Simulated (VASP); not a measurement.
# F (P-1) in VASP: notebook, part 2 of 2

VASP 6.6.1. Earlier steps stand in the parts before.

## (4) Single point, PBE+D3(BJ) (19.17 Å³/atom)

This run uses another cell than the first one, of 19.17 Å³/atom.

Contents of INCAR:

```
ALGO     = Normal         # electronic algorithm
EDIFF    = 1E-6           # SCF threshold, eV
ENCUT    = 520            # plane-wave cutoff, eV
GGA      = PE             # functional
ISIF     = 2              # what is computed and relaxed
ISMEAR   = 0              # smearing method
IVDW     = 12             # dispersion correction
LASPH    = T              # aspherical terms in the spheres
LCHARG   = F              # write CHGCAR
LREAL    = F              # projectors in reciprocal space
LWAVE    = F              # write WAVECAR
NBANDS   = 38             # bands
NELM     = 60             # most SCF steps
PREC     = Accurate       # precision mode
SIGMA    = 0.02           # smearing width, eV
```

Contents of KPOINTS:

```
k-points
0
Gamma
  6 4 4
```

Contents of POSCAR:

```
F
1.0
    3.6064243731      0.0375486715     -0.0407706350
   -0.2017892009      6.3802334483     -0.0894259460
   -0.2521812045     -0.2756970100      6.6688530663
F
8
Direct
    0.4120531138      0.1667025373      0.3616939339
    0.9394437879      0.7539652988      0.2604027839
    0.9083020321      0.2553863797      0.9312961685
    0.4195923590      0.6461155372      0.6987092525
    0.5804076410      0.3538844628      0.3012907475
    0.0916979679      0.7446136203      0.0687038315
    0.0605562121      0.2460347012      0.7395972161
    0.5879468862      0.8332974627      0.6383060661
```

Potentials or basis: VASP PAW PBE potentials, release 64 (F).

The run is started by

```sh
cat potpaw_PBE.64/F/POTCAR > POTCAR
mpirun -np 1 vasp_std > vasp.out
```

OUTCAR:

```text
EDIFF = 1E-6
   ENCUT = 520
   GGA = PE
   ISIF = 2
   ISMEAR = 0
   IVDW = 12
   LASPH = T
   LREAL = F
   NELM = 60
   PREC = Accurate
 IVDW          = 12

 ion  position               nearest neighbor table
   1  0.412  0.167  0.362-   5 1.42
   2  0.939  0.754  0.260-   6 1.42
   3  0.908  0.255  0.931-   7 1.42
   4  0.420  0.646  0.699-   8 1.42
   5  0.580  0.354  0.301-   1 1.42
   6  0.092  0.745  0.069-   2 1.42
   7  0.061  0.246  0.740-   3 1.42
   8  0.588  0.833  0.638-   4 1.42

  LATTYP: Found a triclinic cell.
 ALAT       =     7.4323037197
 B/A-ratio  =     0.4852937139
 C/A-ratio  =     0.8589597878
 COS(alpha) =     0.0210421121
 COS(beta)  =     0.0587801994
 COS(gamma) =     0.4408385834

  Lattice vectors:

 A1 = (  -3.3542431686,   0.2381483385,  -6.6280824313)
 A2 = (  -3.6064243731,  -0.0375486715,   0.0407706350)
 A3 = (  -0.2017892009,   6.3802334483,  -0.0894259460)

Analysis of symmetry for initial positions (statically):
=====================================================================
 Subroutine PRICEL returns:
 Original cell was already a primitive cell.

 Routine SETGRP: Setting up the symmetry group for a
 triclinic supercell.

 Subroutine GETGRP returns: Found  2 space group operations
 (whereof  2 operations were pure point group operations)
 out of a pool of  2 trial point group operations.

The static configuration has the point symmetry S_2 .

Analysis of symmetry for dynamics (positions and initial velocities):
=====================================================================
 Subroutine PRICEL returns:
 Original cell was already a primitive cell.

 Routine SETGRP: Setting up the symmetry group for a
 triclinic supercell.

 Subroutine GETGRP returns: Found  2 space group operations
 (whereof  2 operations were pure point group operations)
 out of a pool of  2 trial point group operations.

The dynamic configuration has the point symmetry S_2 .

 Subroutine INISYM returns: Found  2 space group operations
 (whereof  2 operations are pure point group operations),
 and found     1 'primitive' translations

----------------------------------------------------------------------------------------

                                     Primitive cell

  volume of cell :     153.3438

  direct lattice vectors                    reciprocal lattice vectors
     3.606424373  0.037548671 -0.040770635     0.277312773  0.008922789  0.010855398
    -0.201789201  6.380233448 -0.089425946    -0.001559674  0.156774764  0.006422246
    -0.252181204 -0.275697010  6.668853066     0.001674462  0.002156821  0.150103307

  length of vectors
     3.606850275  6.384050026  6.679311748     0.277668561  0.156914003  0.150128140

  position of ions in fractional coordinates (direct lattice)
     0.412053114  0.166702537  0.361693934
     0.939443788  0.753965299  0.260402784
     0.908302032  0.255386380  0.931296168
     0.419592359  0.646115537  0.698709253
     0.580407641  0.353884463  0.301290747
     0.091697968  0.744613620  0.068703832
     0.060556212  0.246034701  0.739597216
     0.587946886  0.833297463  0.638306066

  ion indices of the primitive-cell ions
[... 40 lines left out ...]
  0.333333 -0.000000 -0.000000      2.000000
  0.500000 -0.000000  0.000000      1.000000
  0.000000  0.250000 -0.000000      2.000000
  0.166667  0.250000 -0.000000      2.000000
[... 16 lines left out ...]
  0.333333  0.250000  0.250000      2.000000
  0.500000  0.250000  0.250000      2.000000
 [... further k-points ...]
   k-points           NKPTS =     52   k-points in BZ     NKDIM =     52   number of bands    NBANDS=     38
   number of dos      NEDOS =    301   number of ions     NIONS =      8
   total plane-waves  NPLWV =  67200
   dimension x,y,z NGX =    28 NGY =   48 NGZ =   50
   dimension x,y,z NGXF=    56 NGYF=   96 NGZF=  100
   ions per type =               8
   NGX,Y,Z   is equivalent  to a cutoff of  12.91, 12.50, 12.44 a.u.
   NGXF,Y,Z  is equivalent  to a cutoff of  25.81, 25.00, 24.89 a.u.
 SYSTEM =  unknown system
   PREC   = accura    normal or accurate (medium, high low for compatibility)
   ISTART =      0    job   : 0-new  1-cont  2-samecut
   ICHARG =      2    charge: 1-file 2-atom 10-const
   ISPIN  =      1    spin polarized calculation?
   LNONCOLLINEAR =      F non collinear calculations
   LSORBIT =      F    spin-orbit coupling
   LASPH  =      T    aspherical Exc in radial PAW
   ENCUT  =  520.0 eV  38.22 Ry    6.18 a.u.   6.71 11.87 12.42*2*pi/ulx,y,z
   NELM   =     60;   NELMIN=  2; NELMDL= -5     # of ELM steps
   EDIFF  = 0.1E-05   stopping-criterion for ELM
   LREAL  =      F    real-space projection
   EDIFFG = 0.1E-04   stopping-criterion for IOM
   NSW    =      0    number of steps for IOM
   IBRION =     -1    ionic relax: 0-MD 1-quasi-New 2-CG
   NFREE  =      0    steps in history (QN), initial steepest desc. (CG)
   ISIF   =      2    stress and relaxation
   ISYM   =      2    0-nonsym 1-usesym 2-fastsym
   POTIM  = 0.5000    time-step for ionic-motion
   TEBEG  =    0.0;   TEEND  =   0.0 temperature during run
   PSTRESS=    0.0 pullay stress
   NELECT =      56.0000    total number of electrons
   NUPDOWN=      -1.0000    fix difference up-down
   EMIN   =  10.00;   EMAX   =-10.00  energy-range for DOS
   EFERMI =   0.00;   METHOD = LEGACY
   ISMEAR =     0;   SIGMA  =   0.02  broadening in eV -4-tet -1-fermi 0-gaus
   EFERMI_NEDOS =   21; number of points for ismear=-14 and -15
   IALGO  =     38    algorithm
   IMIX   =      4    mixing-type and parameters
     AMIX     =   0.40;   BMIX     =  1.00
     AMIX_MAG =   1.60;   BMIX_MAG =  1.00
  volume/ion in A,a.u.               =      19.17       129.35
  Fermi-wavevector in a.u.,A,eV,Ry     =   1.170170  2.211300 18.630414  1.369297
  Thomas-Fermi vector in A             =   2.306632
   LORBIT       =      0    0 simple, 1 ext, 2 COOP (PROOUT), +10 PAW based schemes
   GGA     = PE    functional components
   LHFCALC =     F    Hartree Fock is set to
   AEXX    =    0.0000 exact exchange contribution
   IVDW    =    12    specifies the selected vdW correction
   LEPSILON=     F    determine dielectric tensor
   LRPA    =     F    only Hartree local field effects (RPA)
 non-spin polarized calculation
 Gauss-broadening in eV      SIGMA  =   0.02
  energy-cutoff  :      520.00
  volume of cell :      153.34
 maximum number of plane-waves:      4150
   NGX = 13   NGY = 23   NGZ = 25

 number of electron      55.9999984 magnetization

 Free energy of the ion-electron system (eV)
  ---------------------------------------------------
  ext. energy  EPLUGINS =         0.00000000
  ---------------------------------------------------
  free energy    TOTEN  =       -14.62466788 eV

  energy without entropy =      -14.62466788  energy(sigma->0) =      -14.62466788

 E-fermi :  -5.8787     XC(G=0):  -6.8584

 val. band max:       -5.9629835890   @ k =   0.5000  -0.0000   0.5000
 cond. band min:      -2.8586046097   @ k =   0.0000   0.5000  -0.0000
 fundamental gap:      3.1043789793
 Fermi energy:        -5.8787281236

 k-point     1 :       0.0000    0.0000    0.0000
  band No.  band energies     occupation
      1     -30.7357      2.00000
      2     -30.6952      2.00000
      3     -30.6026      2.00000
      4     -30.5973      2.00000
      5     -24.4556      2.00000
      6     -24.4251      2.00000
[... 973 lines left out ...]
     37       7.6187      0.00000
     38       8.0573      0.00000

 [... further k-points ...]

------------------------ aborting loop because EDIFF is reached ----------------------------------------

 Edisp (eV)   -0.18661

 E8    (eV) :    -0.0397

  FORCE on cell =-STRESS in cart. coord.  units (eV):
  Direction    XX          YY          ZZ          XY          YZ          ZX
  --------------------------------------------------------------------------------------
  -------------------------------------------------------------------------------------
  Total      -0.16351     0.19605     0.38973     0.36037    -0.27982    -0.50153
  in kB      -1.70845     2.04835     4.07196     3.76526    -2.92367    -5.24009
  external pressure =        1.47 kB  Pullay stress =        0.00 kB

 VOLUME and BASIS-vectors are now :
 -----------------------------------------------------------------------------
  energy-cutoff  :      520.00
  volume of cell :      153.34
      direct lattice vectors                 reciprocal lattice vectors
     3.606424373  0.037548671 -0.040770635     0.277312773  0.008922789  0.010855398
    -0.201789201  6.380233448 -0.089425946    -0.001559674  0.156774764  0.006422246
    -0.252181204 -0.275697010  6.668853066     0.001674462  0.002156821  0.150103307

 POSITION                                       TOTAL-FORCE (eV/Angst)
 -----------------------------------------------------------------------------------
      1.36119      0.97936      2.38038        -0.155568     -0.322459      0.117167
      3.17022      4.77396      1.63086        -0.157820      0.000419      0.338677
      2.98933      1.40677      6.15081        -0.156948      0.000653      0.339881
      1.20665      3.94549      4.58470        -0.156068     -0.323505      0.114903
      1.94581      2.19659      1.95395         0.156068      0.323505     -0.114903
      0.16312      4.73531      0.38785         0.156948     -0.000653     -0.339881
     -0.01777      1.36813      4.90779         0.157820     -0.000419     -0.338677
      1.79127      5.16273      4.15828         0.155568      0.322459     -0.117167
 -----------------------------------------------------------------------------------
    total drift:                                0.000000     -0.000000     -0.000000

  FREE ENERGIE OF THE ION-ELECTRON SYSTEM (eV)
  ---------------------------------------------------
  free  energy   TOTEN  =       -14.8112813882 eV

  energy  without entropy=      -14.8112813882  energy(sigma->0) =      -14.81128139
```

It took 1.9 min on 1 thread of Intel Xeon 6975P-C (Granite Rapids), shared host; peak memory 0.37 GiB.

Results:

```
Free energy                : -14.8113 eV
Pressure                   : 0.1 GPa
Largest force              : 0.377 eV/Å
Band gap on the k mesh     : 3.10 eV
Dispersion energy per atom : -0.023 eV
```

Forces on the atoms (eV/Å):
```
F   -0.156 -0.322  0.117
F   -0.158  0.000  0.339
F   -0.157  0.001  0.340
F   -0.156 -0.324  0.115
F    0.156  0.324 -0.115
F    0.157 -0.001 -0.340
F    0.158  0.000 -0.339
F    0.156  0.322 -0.117
```

Stress tensor (GPa, compression positive):
```
-0.17  0.38 -0.52
 0.38  0.20 -0.29
-0.52 -0.29  0.41
```

A k mesh can miss the band edges.

## (5) The runs side by side

```tsv
cell	gap on the mesh (eV)	pressure (GPa)	largest force (eV/Å)
a = 3.540, b = 6.324, c = 6.472 Å, angles 91.5, 91.5, 92.4°, 8 atoms, atomic positions A	3.09	0.3	0.38
a = 3.570, b = 6.353, c = 6.584 Å, angles 92.3, 92.3, 91.8°, 8 atoms, atomic positions B	3.10	0.2	0.38
a = 3.607, b = 6.384, c = 6.679 Å, angles 93.1, 92.8, 91.2°, 8 atoms, atomic positions C	3.10	0.1	0.38
```

Alike in all rows: task single point; level PBE+D3(BJ); potentials or basis VASP PAW PBE potentials, release 64 (F); no spin polarisation; k mesh 6 × 4 × 4; cutoff (eV) 520; smearing gaussian 0.02 eV.

Total energies depend on the potentials used, so only differences within one code and one set of settings carry meaning.
